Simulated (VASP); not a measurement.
# Cr (Fd-3m) in VASP: a series of runs

Runs on Cr. Level: r2SCAN. Tasks: single point.

Program: VASP 6.6.1. These are calculated values, not measurements. Logs are shortened: lines on timing, memory, paths and dates and some standing lists are left out, and cuts for length are marked.

**1. The cell of the first run**

The structure is cubic, space group Fd-3m (No. 227). Conventional cell: a = 5.045 Å, b = 5.045 Å, c = 5.045 Å, α = 90.00°, β = 90.00°, γ = 90.00°. Within 2.9 Å of Cr (site symmetry -43m) lie 4 Cr at 2.18 Å.

This isn't the form of Cr at room conditions, which is bcc.

**2. Single point, r2SCAN (16.05 Å³/atom)**

File POSCAR:

```
Cr
1.0
    0.0000000000      2.5227133963      2.5227133963
    2.5227133963      0.0000000000      2.5227133963
    2.5227133963      2.5227133963      0.0000000000
Cr
2
Direct
    0.1250000000      0.1250000000      0.1250000000
    0.8750000000      0.8750000000      0.8750000000
```

File INCAR.step1:

```
  ALGO = Normal
  EDIFF = 1E-5
  ENCUT = 550
  GGA = PE
  GGA_COMPAT = False
  ISMEAR = -1
  LASPH = True
  LCHARG = False
  LREAL = False
  LWAVE = True
  NBANDS = 19
  NELM = 120
  PREC = Accurate
  SIGMA = 0.1
```

File INCAR.step2:

```
  ALGO = Normal
  EDIFF = 1E-6
  ENCUT = 550
  GGA_COMPAT = False
  ISIF = 2
  ISMEAR = -1
  ISTART = 1
  LASPH = True
  LCHARG = False
  LMIXTAU = True
  LREAL = False
  LWAVE = False
  METAGGA = R2SCAN
  NBANDS = 19
  NELM = 120
  PREC = Accurate
  SIGMA = 0.1
```

File KPOINTS:

```
k-points
0
Gamma
  12 12 12
```

Potentials or basis: VASP PAW PBE potentials, release 64 (Cr_pv).

Started as:

```
$ cat potpaw_PBE.64/Cr_pv/POTCAR > POTCAR
$ cp INCAR.step1 INCAR
$ mpirun -np 1 vasp_std > vasp.out
$ cp INCAR.step2 INCAR
$ mpirun -np 1 vasp_std > vasp.out
```

OUTCAR:

```text
EDIFF = 1E-6
   ENCUT = 550
   ISIF = 2
   ISMEAR = -1
   ISTART = 1
   LASPH = True
   LREAL = False
   METAGGA = R2SCAN
   NELM = 120
   PREC = Accurate

 ion  position               nearest neighbor table
   1  0.125  0.125  0.125-   2 2.18   2 2.18   2 2.18   2 2.18
   2  0.875  0.875  0.875-   1 2.18   1 2.18   1 2.18   1 2.18

  LATTYP: Found a face centered cubic cell.
 ALAT       =     5.0454267926

  Lattice vectors:

 A1 = (   0.0000000000,   2.5227133963,   2.5227133963)
 A2 = (   2.5227133963,   0.0000000000,   2.5227133963)
 A3 = (   2.5227133963,   2.5227133963,   0.0000000000)

Analysis of symmetry for initial positions (statically):
=====================================================================
 Subroutine PRICEL returns:
 Original cell was already a primitive cell.

 Routine SETGRP: Setting up the symmetry group for a
 face centered cubic supercell.

 Subroutine GETGRP returns: Found 48 space group operations
 (whereof 12 operations were pure point group operations)
 out of a pool of 48 trial point group operations.

The static configuration has the point symmetry D_3d.
 The point group associated with its full space group is O_h .

Analysis of symmetry for dynamics (positions and initial velocities):
=====================================================================
 Subroutine PRICEL returns:
 Original cell was already a primitive cell.

 Routine SETGRP: Setting up the symmetry group for a
 face centered cubic supercell.

 Subroutine GETGRP returns: Found 48 space group operations
 (whereof 12 operations were pure point group operations)
 out of a pool of 48 trial point group operations.

The dynamic configuration has the point symmetry D_3d.
 The point group associated with its full space group is O_h .

 Subroutine INISYM returns: Found 48 space group operations
 (whereof 12 operations are pure point group operations),
 and found     1 'primitive' translations

----------------------------------------------------------------------------------------

                                     Primitive cell

  volume of cell :      32.1095

  direct lattice vectors                    reciprocal lattice vectors
     0.000000000  2.522713396  2.522713396    -0.198199288  0.198199288  0.198199288
     2.522713396  0.000000000  2.522713396     0.198199288 -0.198199288  0.198199288
[... 74 lines left out ...]
   NGXF,Y,Z  is equivalent  to a cutoff of  26.09, 26.09, 26.09 a.u.
 SYSTEM =  unknown system
   PREC   = accura    normal or accurate (medium, high low for compatibility)
   ISTART =      1    job   : 0-new  1-cont  2-samecut
   ICHARG =      0    charge: 1-file 2-atom 10-const
   ISPIN  =      1    spin polarized calculation?
   LNONCOLLINEAR =      F non collinear calculations
   LSORBIT =      F    spin-orbit coupling
   LASPH  =      T    aspherical Exc in radial PAW
   ENCUT  =  550.0 eV  40.42 Ry    6.36 a.u.   6.82  6.82  6.82*2*pi/ulx,y,z
   NELM   =    120;   NELMIN=  2; NELMDL=  0     # of ELM steps
   EDIFF  = 0.1E-05   stopping-criterion for ELM
   LREAL  =      F    real-space projection
   EDIFFG = 0.1E-04   stopping-criterion for IOM
   NSW    =      0    number of steps for IOM
   IBRION =     -1    ionic relax: 0-MD 1-quasi-New 2-CG
   NFREE  =      0    steps in history (QN), initial steepest desc. (CG)
   ISIF   =      2    stress and relaxation
   ISYM   =      2    0-nonsym 1-usesym 2-fastsym
   POTIM  = 0.5000    time-step for ionic-motion
   TEBEG  =    0.0;   TEEND  =   0.0 temperature during run
   PSTRESS=    0.0 pullay stress
   NELECT =      24.0000    total number of electrons
   NUPDOWN=      -1.0000    fix difference up-down
   EMIN   =  10.00;   EMAX   =-10.00  energy-range for DOS
   EFERMI =   0.00;   METHOD = LEGACY
   ISMEAR =    -1;   SIGMA  =   0.10  broadening in eV -4-tet -1-fermi 0-gaus
   EFERMI_NEDOS =   21; number of points for ismear=-14 and -15
   IALGO  =     38    algorithm
   IMIX   =      4    mixing-type and parameters
     AMIX     =   0.40;   BMIX     =  1.00
     AMIX_MAG =   1.60;   BMIX_MAG =  1.00
  volume/ion in A,a.u.               =      16.05       108.34
  Fermi-wavevector in a.u.,A,eV,Ry     =   1.485710  2.807584 30.032599  2.207334
  Thomas-Fermi vector in A             =   2.599087
   LORBIT       =      0    0 simple, 1 ext, 2 COOP (PROOUT), +10 PAW based schemes
   METAGGA = R2SCAN    functional components
   LHFCALC =     F    Hartree Fock is set to
   AEXX    =    0.0000 exact exchange contribution
   IVDW    =     0    specifies the selected vdW correction
   LEPSILON=     F    determine dielectric tensor
   LRPA    =     F    only Hartree local field effects (RPA)
 non-spin polarized calculation
  energy-cutoff  :      550.00
  volume of cell :       32.11
 maximum number of plane-waves:       960
   NGX = 13   NGY = 13   NGZ = 13

 number of electron      24.0000020 magnetization

 Free energy of the ion-electron system (eV)
  ---------------------------------------------------
  ext. energy  EPLUGINS =         0.00000000
  ---------------------------------------------------
  free energy    TOTEN  =       -24.97786673 eV

  energy without entropy =      -24.85268099  energy(sigma->0) =      -24.91527386

 E-fermi :   6.5347     XC(G=0): -12.3593

 val. band max:        6.5258634491   @ k =  -0.4167   0.4167   0.0000
 cond. band min:       6.5385879856   @ k =  -0.1667   0.2500   0.0833
 fundamental gap:      0.0127245365
 Fermi energy:         6.5347039477

 k-point     1 :       0.0000    0.0000    0.0000
  band No.  band energies     occupation
      1     -37.7318      2.00000
      2     -37.7318      2.00000
      3     -37.7318      2.00000
      4     -36.8174      2.00000
      5     -36.8174      2.00000
      6     -36.8173      2.00000
[... 505 lines left out ...]
      6     -36.6307      2.00000
[... 11 lines left out ...]
     18      10.7648      0.00000
     19      11.1018      0.00000

 [... further k-points ...]
[... 5 lines left out ...]
  --------------------------------------------------------------------------------------
  -------------------------------------------------------------------------------------
  Total        0.2530421      0.2530421      0.2530421     -0.0000000     -0.0000000      0.0000000
  in kB       12.6261100     12.6261100     12.6261100     -0.0000000     -0.0000000      0.0000000
  external PRESSURE =      12.6261100 kB  Pullay stress =       0.0000000 kB

 VOLUME and BASIS-vectors are now :
 -----------------------------------------------------------------------------
  energy-cutoff  :      550.00
  volume of cell :       32.11
      direct lattice vectors                 reciprocal lattice vectors
     0.000000000  2.522713396  2.522713396    -0.198199288  0.198199288  0.198199288
     2.522713396  0.000000000  2.522713396     0.198199288 -0.198199288  0.198199288
     2.522713396  2.522713396  0.000000000     0.198199288  0.198199288 -0.198199288

 POSITION                                       TOTAL-FORCE (eV/Angst)
 -----------------------------------------------------------------------------------
      0.63068      0.63068      0.63068         0.000000      0.000000      0.000000
      4.41475      4.41475      4.41475        -0.000000     -0.000000     -0.000000
 -----------------------------------------------------------------------------------
    total drift:                                0.000000     -0.000000     -0.000000

  FREE ENERGIE OF THE ION-ELECTRON SYSTEM (eV)
  ---------------------------------------------------
  free  energy   TOTEN  =       -24.9778667347 eV

  energy  without entropy=      -24.8526809950  energy(sigma->0) =      -24.91527386
```

OUTCAR.step1:

```text
EDIFF = 1E-5
   ENCUT = 550
   GGA = PE
   ISMEAR = -1
   LASPH = True
[... 750 lines left out ...]
      0.63068      0.63068      0.63068         0.000000     -0.000000     -0.000000
      4.41475      4.41475      4.41475        -0.000000      0.000000      0.000000
 -----------------------------------------------------------------------------------
    total drift:                                0.000000     -0.000000     -0.000000

  FREE ENERGIE OF THE ION-ELECTRON SYSTEM (eV)
  ---------------------------------------------------
  free  energy   TOTEN  =       -14.7731349029 eV

  energy  without entropy=      -14.6425022921  energy(sigma->0) =      -14.70781860
```

OSZICAR.step1:

```text
N       E                     dE             d eps       ncg     rms          rms(c)
DAV:   1     0.256201976143E+03    0.25620E+03   -0.15104E+04  2736   0.155E+03
DAV:   2    -0.752031154408E+01   -0.26372E+03   -0.25796E+03  2745   0.437E+02
DAV:   3    -0.156046973853E+02   -0.80844E+01   -0.79555E+01  2990   0.938E+01
DAV:   4    -0.157180871934E+02   -0.11339E+00   -0.11320E+00  3354   0.102E+01
DAV:   5    -0.157210227382E+02   -0.29355E-02   -0.29349E-02  3287   0.163E+00    0.107E+01
DAV:   6    -0.148138601771E+02    0.90716E+00   -0.62851E+00  2954   0.256E+01    0.200E+00
DAV:   7    -0.147758552726E+02    0.38005E-01   -0.24528E-01  2898   0.539E+00    0.147E+00
DAV:   8    -0.147730869588E+02    0.27683E-02   -0.11061E-02  3316   0.123E+00    0.123E-01
DAV:   9    -0.147731386325E+02   -0.51674E-04   -0.93298E-04  3718   0.311E-01    0.997E-02
DAV:  10    -0.147731349029E+02    0.37295E-05   -0.28879E-05  2662   0.426E-02
   1 F= -.14773135E+02 E0= -.14707819E+02  d E =-.130633E+00
```

Run time: 2.9 min. Hardware: 1 thread of Intel Xeon Platinum 8375C at 2.90GHz (Ice Lake), shared host; peak memory 0.18 GiB.

What came out:

- Free energy: -24.9779 eV
- Pressure: 1.3 GPa
- Band gap on the k mesh: zero (bands 12 and 13 overlap by 0.61 eV)

Levels at points of the mesh, in eV from the Fermi level:
| k point | band 8 | band 9 | band 10 | band 11 | band 12 | band 13 | band 14 | band 15 | band 16 | band 17 |
| --- | --- | --- | --- | --- | --- | --- | --- | --- | --- | --- |
| (0.00, 0.00, 0.00) | -1.52 | -1.52 | -1.20 | -1.20 | -1.20 | 1.20 | 1.20 | 1.20 | 3.54 | 3.54 |
| (0.50, 0.00, 0.00) | -2.09 | -1.45 | -1.45 | -1.20 | -1.20 | -0.11 | 2.09 | 2.09 | 3.03 | 3.03 |
| (0.50, 0.50, 0.00) | -2.76 | -1.11 | -1.11 | -0.11 | -0.11 | 0.96 | 0.96 | 3.24 | 3.24 | 4.35 |

Caveat: the PAW data sets were made with another functional, which shifts forces and pressure a little; the run has no spin polarisation, though such a crystal can be magnetic. Spin polarisation is off, so any magnetic state and its effect on volume and gap are missing.

**3. Single point, r2SCAN (16.70 Å³/atom)**

This run uses another cell than the first one, of 16.70 Å³/atom.

File POSCAR:

```
Cr
1.0
    0.0000000000      2.5559108006      2.5559108006
    2.5559108006      0.0000000000      2.5559108006
    2.5559108006      2.5559108006      0.0000000000
Cr
2
Direct
    0.1250000000      0.1250000000      0.1250000000
    0.8750000000      0.8750000000      0.8750000000
```

File INCAR.step1:

```
ALGO = Normal
EDIFF = 1E-5
ENCUT = 550
GGA = PE
GGA_COMPAT = False
ISMEAR = -1
LASPH = True
LCHARG = False
LREAL = False
LWAVE = True
NBANDS = 19
NELM = 120
PREC = Accurate
SIGMA = 0.1
```

File INCAR.step2:

```
ALGO = Normal
EDIFF = 1E-6
ENCUT = 550
GGA_COMPAT = False
ISIF = 2
ISMEAR = -1
ISTART = 1
LASPH = True
LCHARG = True
LELF = True
LMIXTAU = True
LREAL = False
LVHAR = True
LWAVE = False
METAGGA = R2SCAN
NBANDS = 19
NELM = 120
PREC = Accurate
SIGMA = 0.1
```

KPOINTS is that of step 2.

Potentials or basis: VASP PAW PBE potentials, release 64 (Cr_pv).

Started as:

```
$ cat potpaw_PBE.64/Cr_pv/POTCAR > POTCAR
$ cp INCAR.step1 INCAR
$ mpirun -np 1 vasp_std > vasp.out
$ cp INCAR.step2 INCAR
$ mpirun -np 1 vasp_std > vasp.out
```

Run time: 3.4 min. Hardware: 1 thread of Intel Xeon Platinum 8375C at 2.90GHz (Ice Lake), shared host; peak memory 0.18 GiB.

It converged, with:

```
Free energy            : -24.9716 eV
Pressure               : -2.8 GPa
Band gap on the k mesh : zero (bands 12 and 13 overlap by 0.59 eV)
```

Levels at points of the mesh, in eV from the Fermi level:
```csv
k point,band 8,band 9,band 10,band 11,band 12,band 13,band 14,band 15,band 16,band 17
"(0.00, 0.00, 0.00)",-1.39,-1.39,-1.14,-1.14,-1.14,1.17,1.17,1.17,3.41,3.41
"(0.50, 0.00, 0.00)",-1.93,-1.33,-1.33,-1.13,-1.13,-0.15,2.02,2.02,2.91,2.91
"(0.50, 0.50, 0.00)",-2.57,-1.04,-1.04,-0.19,-0.19,0.97,0.97,3.11,3.11,4.21
```

Caveat: the PAW data sets were made with another functional, which shifts forces and pressure a little; the run has no spin polarisation, though such a crystal can be magnetic.

**4. Single point, r2SCAN (17.34 Å³/atom)**

This run uses another cell than the first one, of 17.34 Å³/atom.

File POSCAR:

```
Cr
1.0
    0.0000000000      2.5882675368      2.5882675368
    2.5882675368      0.0000000000      2.5882675368
    2.5882675368      2.5882675368      0.0000000000
Cr
2
Direct
    0.1250000000      0.1250000000      0.1250000000
    0.8750000000      0.8750000000      0.8750000000
```

File INCAR.step1:

```
ALGO = Normal
EDIFF = 1E-5
ENCUT = 550
GGA = PE
GGA_COMPAT = F
ISMEAR = -1
LASPH = T
LCHARG = F
LREAL = F
LWAVE = T
NBANDS = 19
NELM = 120
PREC = Accurate
SIGMA = 0.1
```

File INCAR.step2:

```
ALGO = Normal
EDIFF = 1E-6
ENCUT = 550
GGA_COMPAT = F
ISIF = 2
ISMEAR = -1
ISTART = 1
LASPH = T
LCHARG = F
LMIXTAU = T
LREAL = F
LWAVE = F
METAGGA = R2SCAN
NBANDS = 19
NELM = 120
PREC = Accurate
SIGMA = 0.1
```

KPOINTS is that of step 3.

Started as:

```
$ cat potpaw_PBE.64/Cr_pv/POTCAR > POTCAR
$ cp INCAR.step1 INCAR
$ mpirun -np 1 vasp_std > vasp.out
$ cp INCAR.step2 INCAR
$ mpirun -np 1 vasp_std > vasp.out
```

Wall time 3.1 min (1 thread of Intel Xeon Platinum 8375C at 2.90GHz (Ice Lake), shared host); peak memory 0.18 GiB.

The run converged. Its results:

```yaml
Free_energy: -24.9355 eV
Pressure: -6.2 GPa
Band_gap_on_the_k_mesh: zero (bands 12 and 13 overlap by 0.61 eV)
```

Levels at points of the mesh, in eV from the Fermi level:
```
           k point  band 10  band 11  band 12  band 13  band 14  band 15
(0.00, 0.00, 0.00)    -1.09    -1.09    -1.09     1.14     1.14     1.14
(0.50, 0.00, 0.00)    -1.22    -1.06    -1.06    -0.18     1.96     1.96
(0.50, 0.50, 0.00)    -0.98    -0.26    -0.26     0.97     0.97     2.99
```

Caveat: the cell stands under tension; the PAW data sets were made with another functional, which shifts forces and pressure a little; the run has no spin polarisation, though such a crystal can be magnetic.

**5. Overview**

| cell | gap on the mesh (eV) | pressure (GPa) |
| --- | --- | --- |
| a = 3.568 Å, angles 60.0°, 2 atoms | none | 1.3 |
| a = 3.615 Å, angles 60.0°, 2 atoms | none | -2.8 |
| a = 3.660 Å, angles 60.0°, 2 atoms | none | -6.2 |

Alike in all rows: task single point; level r2SCAN; potentials or basis VASP PAW PBE potentials, release 64 (Cr_pv); no spin polarisation; k mesh 12 × 12 × 12; cutoff (eV) 550; smearing fermi-dirac 0.1 eV.

Caveats: the PAW data sets were made with another functional, which shifts forces and pressure a little; the run has no spin polarisation, though such a crystal can be magnetic; the cell stands under tension (at least some runs).

Total energies depend on the potentials used, so only differences within one code and one set of settings carry meaning.
